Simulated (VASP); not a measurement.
Here is a VASP 6.6.1 calculation.

The input INCAR:

```
ALGO     = Normal         # electronic algorithm
EDIFF    = 1E-6           # SCF threshold, eV
ENCUT    = 500            # plane-wave cutoff, eV
GGA      = PS             # functional
GGA_COMPAT= False        
ISIF     = 2              # what is computed and relaxed
ISMEAR   = 0              # smearing method
LASPH    = True           # aspherical terms in the spheres
LCHARG   = True           # write CHGCAR
LELF     = True           # ELF
LREAL    = False          # projectors in reciprocal space
LVHAR    = True         
LWAVE    = False          # write WAVECAR
NBANDS   = 15             # bands
NELM     = 120            # most SCF steps
PREC     = Accurate       # precision mode
SIGMA    = 0.05           # smearing width, eV
```

The input KPOINTS:

```
k-points
0
Gamma
  6 6 6
```

Contents of POSCAR:

```
CsBr
1.0
    4.2050152382      0.0000000000      0.0000000000
    0.0000000000      4.2050152382      0.0000000000
    0.0000000000      0.0000000000      4.2050152382
Cs Br
1 1
Direct
    0.0000000000      0.0000000000      0.0000000000
    0.5000000000      0.5000000000      0.5000000000
```

Potentials or basis: VASP PAW PBE potentials, release 64 (Cs_sv, Br).

Command:

```bash
$ cat potpaw_PBE.64/Cs_sv/POTCAR potpaw_PBE.64/Br/POTCAR > POTCAR
$ mpirun -np 1 vasp_std > vasp.out
```

(1) What does it give for the band gap on the k mesh?

(2) What does it give for the pressure?

Answers

(1) 4.54 eV, direct.

(2) 0.5 GPa.

Caveat: the PAW data sets were made with another functional, which shifts forces and pressure a little; spin-orbit coupling is left out, which moves the levels of the heavy elements.
